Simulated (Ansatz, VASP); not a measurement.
MoS2 in VASP and in Ansatz

```
Mo S
1.0
     3.22746    0.00000    0.00000
    -1.61373    2.79507    0.00000
     0.00000    0.00000    6.31247
Mo S
1 2
Direct
  0.00000 0.00000 0.50000
  0.66667 0.33333 0.74468
  0.33333 0.66667 0.25532
```

Alike in both runs: task relaxation of cell and atoms; functional BLYP; dispersion D3(BJ); k mesh 9 × 9 × 4; occupations fermi-dirac, width 0.05 eV; no spin polarisation.

```csv
,VASP,Ansatz
version,VASP 6.6.1,Ansatz 0.2.0
potentials or method,"VASP PAW PBE potentials, release 64 (Mo_sv, S)",Ansatz PAW
plane-wave cutoff (eV),600,420
valence electrons in the cell,26,26
```

|  | VASP | Ansatz | Ansatz less VASP |
| --- | --- | --- | --- |
| gap on the k mesh at the Fermi level, each at its own relaxed structure (eV) | none | none | - |
| relaxed volume (Å³/atom) | 16.97 | 16.94 | -0.035 |
| relaxed cell length with the largest relative difference (Å) | 5.629 | 5.613 | -0.0158 |

VASP's potentials were made for PBE, not for BLYP. A gap of «none» marks a metal or a gap that the smearing closes.

Noted on Ansatz's run: the plane-wave basis is chosen anew once the cell has moved, so the energies of steps on either side of that aren't comparable.
